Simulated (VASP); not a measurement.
Here is a VASP 6.6.1 calculation.

Contents of INCAR:

```
PREC     = Accurate       # precision mode
ENCUT    = 520            # plane-wave cutoff, eV
EDIFF    = 1E-6           # SCF threshold, eV
ISMEAR   = 0              # smearing method
SIGMA    = 0.03           # smearing width, eV
LREAL    = False          # projectors in reciprocal space
LASPH    = True           # aspherical terms in the spheres
NELM     = 80             # most SCF steps
ALGO     = Normal         # electronic algorithm
ISIF     = 2              # what is computed and relaxed
LWAVE    = False          # write WAVECAR
LCHARG   = False          # write CHGCAR
GGA      = PE             # functional
NBANDS   = 43             # bands
```

The input KPOINTS:

```
Automatic mesh
0
Gamma
  9 9 6
```

Contents of POSCAR:

```
Si2W
1.0
    4.5661651910      0.0000000000      0.0000000000
   -2.2830825955      3.9544150533      0.0000000000
    0.0000000000      0.0000000000      6.7880611730
Si W
6 3
Direct
    0.8238313095      0.6476626189      0.5000000000
    0.1761686905      0.8238313095      0.8333333333
    0.6476626189      0.8238313095      0.1666666667
    0.1761686905      0.3523373811      0.5000000000
    0.8238313095      0.1761686905      0.8333333333
    0.3523373811      0.1761686905      0.1666666667
    0.0000000000      0.5000000000      0.1666666667
    0.5000000000      0.5000000000      0.8333333333
    0.5000000000      0.0000000000      0.5000000000
```

Potentials or basis: VASP PAW PBE potentials, release 64 (Si, W_sv).

Launch:

```bash
$ cat potpaw_PBE.64/Si/POTCAR potpaw_PBE.64/W_sv/POTCAR > POTCAR
$ mpirun -np 1 vasp_std > vasp.out
```

(1) Predict the band gap on the k mesh.

(2) Estimate the pressure.

Answers

(1) 0.37 eV (least direct gap 0.84 eV).

(2) 1.8 GPa.

Caveat: the stress differs along the axes, from -3 to 4 GPa; spin-orbit coupling is left out, which moves the levels of the heavy elements; forces of over 1 eV/Å act on the atoms, so gaps and moduli don't describe the material at rest.
